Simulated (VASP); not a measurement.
# Ti: single point with PBEsol

Ti:

```
Ti
1.0
     3.00786    0.00000    0.00000
    -1.50393    2.60488    0.00000
     0.00000    0.00000    4.77179
Ti
2
Direct
  0.33333 0.66667 0.25000
  0.66667 0.33333 0.75000
```

| Quantity | Value |
| --- | --- |
| Program | VASP 6.6.1 |
| Task | single point |
| Functional | PBEsol |
| Potentials or basis | VASP PAW PBE potentials, release 64 (Ti_sv) |
| Cutoff | 520 eV |
| k mesh | 11 × 11 × 6 |
| Occupations | fermi-dirac, width 0.15 eV |
| Spin | no spin polarisation |
| Dipole correction | no |
| Further INCAR settings | ALGO = Normal; EDIFF = 1e-06; NBANDS = 19 |

* Pressure: -10.5 GPa
* Band gap on the k mesh: zero (band 12 reaches 8.19 eV, above the bottom of band 13 at 7.21 eV)

Stress tensor (GPa, compression positive):
```
-10.41   0.00   0.00
  0.00 -10.41   0.00
  0.00   0.00 -10.64
```

Levels at points of the mesh, in eV from the Fermi level:
```tsv
k point	band 9	band 10	band 11	band 12	band 13	band 14	band 15	band 16
(0.00, 0.00, 0.00)	-5.99	-2.47	0.64	0.78	0.78	0.88	1.22	1.22
(0.00, 0.00, 0.50)	-4.23	-4.23	0.14	0.14	0.69	0.69	0.69	0.69
```

Wall time 35 s on 1 thread of Intel(R) Xeon(R) Platinum 8259CL CPU @ 2.50GHz (Skylake/Cascade Lake) (shared host), peak memory 0.17 GiB.

Caveat: the PAW data sets were made with another functional, which shifts forces and pressure a little.
